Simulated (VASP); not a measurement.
# C (R-3m) in VASP: a series of runs

Runs on C. Level: PBEsol. Tasks: single point, relaxation of cell and atoms.

Program: VASP 6.6.1. These are calculated values, not measurements. Logs are shortened: lines on timing, memory, paths and dates and some standing lists are left out, and cuts for length are marked.

**1. The cell of the first run**

Symmetry: R-3m, No. 166, trigonal system. The conventional cell has a = 2.412 Å, b = 2.412 Å, c = 16.288 Å, α = 90.00°, β = 90.00°, γ = 120.00°. Within 1.9 Å of C (site symmetry 3m) lie 3 C at 1.39 Å. C (site symmetry 3m) has 3 C at 1.39 Å within 1.9 Å.

**2. Single point, PBEsol**

Input file INCAR:

```
SYSTEM = C
PREC = Accurate
ENCUT = 520
EDIFF = 1E-6
ISMEAR = 0
SIGMA = 0.01
LREAL = .FALSE.
LASPH = .TRUE.
NELM = 100
ALGO = Normal
ISIF = 2
LWAVE = .FALSE.
LCHARG = .FALSE.
GGA = PS
NBANDS = 16
```

Input file KPOINTS:

```
regular mesh
0
G
  18 18 18
  0 0 0
```

Input file POSCAR:

```
C
1.0
    1.2061170791      0.6963520203      5.4291958479
   -1.2061170791      0.6963520203      5.4291958479
    0.0000000000     -1.3927040406      5.4291958479
C
4
Direct
    0.9193410438      0.9193410438      0.9193410438
    0.2523120610      0.2523120610      0.2523120610
    0.7476879390      0.7476879390      0.7476879390
    0.0806589562      0.0806589562      0.0806589562
```

Potentials or basis: VASP PAW PBE potentials, release 64 (C).

Run with:

```
$ cat potpaw_PBE.64/C/POTCAR > POTCAR
$ mpirun -np 1 vasp_std > vasp.out
```

OUTCAR:

```text
SYSTEM = C
   PREC = Accurate
   ENCUT = 520
   EDIFF = 1E-6
   ISMEAR = 0
   LREAL = .FALSE.
   LASPH = .TRUE.
   NELM = 100
   ISIF = 2
   GGA = PS

 ion  position               nearest neighbor table
   1  0.919  0.919  0.919-   2 1.39   2 1.39   2 1.39
   2  0.252  0.252  0.252-   1 1.39   1 1.39   1 1.39
   3  0.748  0.748  0.748-   4 1.39   4 1.39   4 1.39
   4  0.081  0.081  0.081-   3 1.39   3 1.39   3 1.39

  LATTYP: Found a trigonal (rhomboedric) cell.
 ALAT       =     5.6049792238
 COS(alpha) =     0.9073893535

  Lattice vectors:

 A1 = (   1.2061170791,   0.6963520203,   5.4291958479)
 A2 = (  -1.2061170791,   0.6963520203,   5.4291958479)
 A3 = (   0.0000000000,  -1.3927040406,   5.4291958479)

Analysis of symmetry for initial positions (statically):
=====================================================================
 Subroutine PRICEL returns:
 Original cell was already a primitive cell.

 Routine SETGRP: Setting up the symmetry group for a
 trigonal (rhombohedral) supercell.

 Subroutine GETGRP returns: Found 12 space group operations
 (whereof 12 operations were pure point group operations)
 out of a pool of 12 trial point group operations.

The static configuration has the point symmetry D_3d.

Analysis of symmetry for dynamics (positions and initial velocities):
=====================================================================
 Subroutine PRICEL returns:
 Original cell was already a primitive cell.

 Routine SETGRP: Setting up the symmetry group for a
 trigonal (rhombohedral) supercell.

 Subroutine GETGRP returns: Found 12 space group operations
 (whereof 12 operations were pure point group operations)
 out of a pool of 12 trial point group operations.

The dynamic configuration has the point symmetry D_3d.

 Subroutine INISYM returns: Found 12 space group operations
 (whereof 12 operations are pure point group operations),
 and found     1 'primitive' translations

----------------------------------------------------------------------------------------

                                     Primitive cell

  volume of cell :      27.3593

  direct lattice vectors                    reciprocal lattice vectors
     1.206117079  0.696352020  5.429195848     0.414553453  0.239342548  0.061396447
    -1.206117079  0.696352020  5.429195848    -0.414553453  0.239342548  0.061396447
     0.000000000 -1.392704041  5.429195848     0.000000000 -0.478685095  0.061396447

  length of vectors
     5.604979224  5.604979224  5.604979224     0.482606407  0.482606407  0.482606407

  position of ions in fractional coordinates (direct lattice)
     0.919341044  0.919341044  0.919341044
     0.252312061  0.252312061  0.252312061
     0.747687939  0.747687939  0.747687939
     0.080658956  0.080658956  0.080658956

  ion indices of the primitive-cell ions
   primitive index   ion index
                 1           1
                 2           2
                 3           3
                 4           4

----------------------------------------------------------------------------------------

 KPOINTS: regular mesh

Automatic generation of k-mesh.
 Grid dimensions read from file:
 generate k-points for:   18   18   18

 Generating k-lattice:

  Cartesian coordinates                     Fractional coordinates (reciprocal lattice)
     0.023030747  0.013296808  0.003410914     0.055555556  0.000000000  0.000000000
    -0.023030747  0.013296808  0.003410914     0.000000000  0.055555556  0.000000000
     0.000000000 -0.026593616  0.003410914     0.000000000  0.000000000  0.055555556

  Length of vectors
     0.026811467  0.026811467  0.026811467

  Shift w.r.t. Gamma in fractional coordinates (k-lattice)
     0.000000000  0.000000000  0.000000000

 Subroutine IBZKPT returns following result:
 ===========================================

 Found    580 irreducible k-points:

 Following reciprocal coordinates:
            Coordinates               Weight
  0.000000  0.000000  0.000000      1.000000
  0.055556  0.000000  0.000000      6.000000
  0.111111  0.000000  0.000000      6.000000
  0.166667 -0.000000  0.000000      6.000000
  0.222222  0.000000  0.000000      6.000000
  0.277778 -0.000000  0.000000      6.000000
[... 16 lines left out ...]
 -0.277778  0.055556  0.000000     12.000000
 -0.222222  0.055556 -0.000000     12.000000
 [... further k-points ...]
   k-points           NKPTS =    580   k-points in BZ     NKDIM =    580   number of bands    NBANDS=     16
   number of dos      NEDOS =    301   number of ions     NIONS =      4
   total plane-waves  NPLWV =  74088
   dimension x,y,z NGX =    42 NGY =   42 NGZ =   42
   dimension x,y,z NGXF=    84 NGYF=   84 NGZF=   84
   ions per type =               4
   NGX,Y,Z   is equivalent  to a cutoff of  12.46, 12.46, 12.46 a.u.
   NGXF,Y,Z  is equivalent  to a cutoff of  24.91, 24.91, 24.91 a.u.
 SYSTEM =  C
   PREC   = accura    normal or accurate (medium, high low for compatibility)
   ISTART =      0    job   : 0-new  1-cont  2-samecut
   ICHARG =      2    charge: 1-file 2-atom 10-const
   ISPIN  =      1    spin polarized calculation?
   LNONCOLLINEAR =      F non collinear calculations
   LSORBIT =      F    spin-orbit coupling
   LASPH  =      T    aspherical Exc in radial PAW
   ENCUT  =  520.0 eV  38.22 Ry    6.18 a.u.  10.42 10.42 10.42*2*pi/ulx,y,z
   NELM   =    100;   NELMIN=  2; NELMDL= -5     # of ELM steps
   EDIFF  = 0.1E-05   stopping-criterion for ELM
   LREAL  =      F    real-space projection
   EDIFFG = 0.1E-04   stopping-criterion for IOM
   NSW    =      0    number of steps for IOM
   IBRION =     -1    ionic relax: 0-MD 1-quasi-New 2-CG
   NFREE  =      0    steps in history (QN), initial steepest desc. (CG)
   ISIF   =      2    stress and relaxation
   ISYM   =      2    0-nonsym 1-usesym 2-fastsym
   POTIM  = 0.5000    time-step for ionic-motion
   TEBEG  =    0.0;   TEEND  =   0.0 temperature during run
   PSTRESS=    0.0 pullay stress
   NELECT =      16.0000    total number of electrons
   NUPDOWN=      -1.0000    fix difference up-down
   EMIN   =  10.00;   EMAX   =-10.00  energy-range for DOS
   EFERMI =   0.00;   METHOD = LEGACY
   ISMEAR =     0;   SIGMA  =   0.01  broadening in eV -4-tet -1-fermi 0-gaus
   EFERMI_NEDOS =   21; number of points for ismear=-14 and -15
   IALGO  =     38    algorithm
   IMIX   =      4    mixing-type and parameters
     AMIX     =   0.40;   BMIX     =  1.00
     AMIX_MAG =   1.60;   BMIX_MAG =  1.00
  volume/ion in A,a.u.               =       6.84        46.16
  Fermi-wavevector in a.u.,A,eV,Ry     =   1.369031  2.587093 25.500646  1.874245
  Thomas-Fermi vector in A             =   2.494942
   LORBIT       =      0    0 simple, 1 ext, 2 COOP (PROOUT), +10 PAW based schemes
   GGA     = PS    functional components
   LHFCALC =     F    Hartree Fock is set to
   AEXX    =    0.0000 exact exchange contribution
   IVDW    =     0    specifies the selected vdW correction
   LEPSILON=     F    determine dielectric tensor
   LRPA    =     F    only Hartree local field effects (RPA)
 non-spin polarized calculation
 Gauss-broadening in eV      SIGMA  =   0.01
  energy-cutoff  :      520.00
  volume of cell :       27.36
 maximum number of plane-waves:       765
 NGX is ok and might be reduce to    42
   NGX = 21   NGY = 21   NGZ = 21

 number of electron      16.0000001 magnetization

 Free energy of the ion-electron system (eV)
  ---------------------------------------------------
  ext. energy  EPLUGINS =         0.00000000
  ---------------------------------------------------
  free energy    TOTEN  =       -37.94843317 eV

  energy without entropy =      -37.94841532  energy(sigma->0) =      -37.94842425

 E-fermi :   7.1814     XC(G=0): -12.1213

 val. band max:        7.1491534227   @ k =  -0.2778   0.4444   0.1111
 cond. band min:       7.1844000472   @ k =  -0.3333   0.2778   0.0000
 fundamental gap:      0.0352466245
 Fermi energy:         7.1813650750

 k-point     1 :       0.0000    0.0000    0.0000
  band No.  band energies     occupation
      1     -13.4892      2.00000
      2     -12.1786      2.00000
      3      -3.1498      2.00000
      4       2.0305      2.00000
      5       4.2508      2.00000
      6       4.2508      2.00000
[... 8 lines left out ...]
     15      19.2800      0.00000
     16      21.3643      0.00000

 k-point     2 :       0.0556    0.0000    0.0000
  band No.  band energies     occupation
      1     -13.4101      2.00000
      2     -12.1063      2.00000
      3      -3.0507      2.00000
      4       2.1085      2.00000
      5       3.9154      2.00000
      6       3.9869      2.00000
[... 8 lines left out ...]
     15      19.0536      0.00000
     16      21.4513      0.00000

 k-point     3 :       0.1111    0.0000    0.0000
  band No.  band energies     occupation
      1     -13.1732      2.00000
      2     -11.8898      2.00000
      3      -2.7546      2.00000
      4       2.3407      2.00000
      5       3.0317      2.00000
      6       3.1797      2.00000
[... 8 lines left out ...]
     15      18.4140      0.00000
     16      21.7343      0.00000

 k-point     4 :       0.1667   -0.0000    0.0000
  band No.  band energies     occupation
      1     -12.7798      2.00000
      2     -11.5298      2.00000
      3      -2.2642      2.00000
      4       1.7666      2.00000
      5       2.0049      2.00000
      6       2.7285      2.00000
[... 8 lines left out ...]
     15      18.7242      0.00000
     16      22.2075      0.00000
[... 324 lines left out ...]
 k-point    22 :      -0.3333    0.0556    0.0000
  band No.  band energies     occupation
      1     -10.1677      2.00000
      2      -9.0950      2.00000
      3      -3.5803      2.00000
      4      -3.0527      2.00000
      5       0.8079      2.00000
      6       0.8563      2.00000
[... 8 lines left out ...]
     15      22.8815      0.00000
     16      24.8690      0.00000

 k-point    23 :      -0.2778    0.0556    0.0000
  band No.  band energies     occupation
      1     -11.0815      2.00000
      2      -9.9417      2.00000
      3      -2.0293      2.00000
      4      -1.5992      2.00000
      5      -0.2110      2.00000
      6       1.2451      2.00000
[... 8 lines left out ...]
     15      22.7125      0.00000
     16      23.1775      0.00000

 k-point    24 :      -0.2222    0.0556   -0.0000
  band No.  band energies     occupation
      1     -11.8522      2.00000
      2     -10.6553      2.00000
      3      -1.1482      2.00000
      4      -0.4682      2.00000
      5      -0.1319      2.00000
      6       1.8023      2.00000
[... 8 lines left out ...]
     15      21.0954      0.00000
     16      23.3101      0.00000

 [... further k-points ...]

------------------------ aborting loop because EDIFF is reached ----------------------------------------

  FORCE on cell =-STRESS in cart. coord.  units (eV):
  Direction    XX          YY          ZZ          XY          YZ          ZX
  --------------------------------------------------------------------------------------
  -------------------------------------------------------------------------------------
  Total        5.3630496      5.3630496      5.1076427      0.0000000     -0.0000000      0.0000000
  in kB      314.0633998    314.0633999    299.1066179      0.0000000     -0.0000000      0.0000000
  external PRESSURE =     309.0778059 kB  Pullay stress =       0.0000000 kB

 VOLUME and BASIS-vectors are now :
 -----------------------------------------------------------------------------
  energy-cutoff  :      520.00
  volume of cell :       27.36
      direct lattice vectors                 reciprocal lattice vectors
     1.206117079  0.696352020  5.429195848     0.414553453  0.239342548  0.061396447
    -1.206117079  0.696352020  5.429195848    -0.414553453  0.239342548  0.061396447
     0.000000000 -1.392704041  5.429195848     0.000000000 -0.478685095  0.061396447

 POSITION                                       TOTAL-FORCE (eV/Angst)
 -----------------------------------------------------------------------------------
      0.00000      0.00000     14.97385         0.000000      0.000000     -0.000499
      0.00000      0.00000      4.10955         0.000000      0.000000     -0.000778
      0.00000      0.00000     12.17803         0.000000     -0.000000      0.000778
      0.00000      0.00000      1.31374         0.000000     -0.000000      0.000499
 -----------------------------------------------------------------------------------
    total drift:                                0.000000      0.000000     -0.000000

  FREE ENERGIE OF THE ION-ELECTRON SYSTEM (eV)
  ---------------------------------------------------
  free  energy   TOTEN  =       -37.9484331676 eV

  energy  without entropy=      -37.9484153250  energy(sigma->0) =      -37.94842425
```

It took 8.1 min on 1 thread of AMD EPYC 9R45 (Zen 5), shared host; peak memory 0.34 GiB.

What came out:

- Free energy: -37.9484 eV
- Pressure: 30.9 GPa
- Band gap on the k mesh: zero (bands 8 and 9 overlap by 0.34 eV)

Stress tensor (GPa, compression positive):
```
31.41  0.00  0.00
 0.00 31.41  0.00
 0.00  0.00 29.91
```

Caveat: the cell stands under pressure; this functional lacks dispersion, which binds layers or chains, so the pressure and a relaxed spacing across them are unreliable; the PAW data sets were made with another functional, which shifts forces and pressure a little.

[end of part 1 of 2]

The gap in the log of VASP goes by the Fermi energy; the results here count the filled bands.